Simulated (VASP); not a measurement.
Wanted: the native input for a VASP 6.6.1 run.

| Quantity | Value |
| --- | --- |
| Task | single point |
| Functional | PBE |
| Potentials or basis | VASP PAW PBE potentials, release 64 (Sn_d, Se) |
| Cutoff | 520 eV |
| k mesh | 12 × 12 × 6 |
| Occupations | gaussian, width 0.05 eV |
| Spin | no spin polarisation |
| Dipole correction | no |
| Further INCAR settings | ALGO = Normal; EDIFF = 1e-06; NBANDS = 20 |

The structure of SnSe2 lies in POSCAR:

```
SnSe2
1.0
    4.1052739893      0.0000000000      0.0000000000
   -2.0526369947      3.5552715643      0.0000000000
    0.0000000000      0.0000000000      5.2887062771
Sn Se
1 2
Direct
    0.0000000000      0.0000000000      0.0000000000
    0.3333333333      0.6666666667      0.2500000000
    0.6666666667      0.3333333333      0.7500000000
```

This cell differs from its parent crystal: ratio of the length along z to the lengths across it x 0.8, volume and fractional coordinates fixed.

The input as run:

INCAR

```
ALGO     = Normal         # electronic algorithm
EDIFF    = 1E-6           # SCF threshold, eV
ENCUT    = 520            # plane-wave cutoff, eV
GGA      = PE             # functional
ISIF     = 2              # what is computed and relaxed
ISMEAR   = 0              # smearing method
LASPH    = T              # aspherical terms in the spheres
LCHARG   = F              # write CHGCAR
LREAL    = F              # projectors in reciprocal space
LWAVE    = F              # write WAVECAR
NBANDS   = 20             # bands
NELM     = 100            # most SCF steps
PREC     = Accurate       # precision mode
SIGMA    = 0.05           # smearing width, eV
```

KPOINTS

```
k-points
0
Gamma
  12 12 6
```

Potentials or basis: VASP PAW PBE potentials, release 64 (Sn_d, Se).

Launch:

```console
$ cat potpaw_PBE.64/Sn_d/POTCAR potpaw_PBE.64/Se/POTCAR > POTCAR
$ mpirun -np 1 vasp_std > vasp.out
```

Results of the run:

```json
{
 "Pressure": "4.2 GPa",
 "Largest force": "1.297 eV/Å",
 "Band gap on the k mesh": "0.02 eV (least direct gap 0.42 eV)"
}
```

Caveat: the cell stands under pressure; spin-orbit coupling is left out, which moves the levels of the heavy elements; forces of over 1 eV/Å act on the atoms, so gaps and moduli don't describe the material at rest.

Run time: 2.5 min on 1 thread of Intel Xeon 8259CL, on a shared host, peak memory 0.3 GiB.
